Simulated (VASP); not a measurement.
Input of a VASP 6.6.1 run:

Contents of INCAR:

```
PREC = Accurate ; ENCUT = 600
EDIFF = 1E-6 ; ISMEAR = -1
SIGMA = 0.05 ; LREAL = F
LASPH = T ; NELM = 120
ALGO = Normal ; ISIF = 2
LWAVE = F ; LCHARG = T
GGA = CA ; LELF = T
LVHAR = T ; NBANDS = 16
GGA_COMPAT = F
```

Contents of KPOINTS:

```
Automatic mesh
0
Gamma
  10 10 10
```

File POSCAR:

```
CdO
1.0
    0.0000000000      2.3955803263      2.3955803263
    2.3955803263      0.0000000000      2.3955803263
    2.3955803263      2.3955803263      0.0000000000
Cd O
1 1
Direct
    0.0000000000      0.0000000000      0.0000000000
    0.5000000000      0.5000000000      0.5000000000
```

Potentials or basis: VASP PAW LDA potentials, release 64 (Cd, O).

Command:

```sh
$ cat potpaw_LDA.64/Cd/POTCAR potpaw_LDA.64/O/POTCAR > POTCAR
$ mpirun -np 1 vasp_std > vasp.out
```

(1) What does it give for the band gap on the k mesh?

(2) Predict the pressure.

Results:

(1) zero (band 9 reaches 1.24 eV, above the bottom of band 10 at 0.61 eV).

(2) -11.7 GPa.
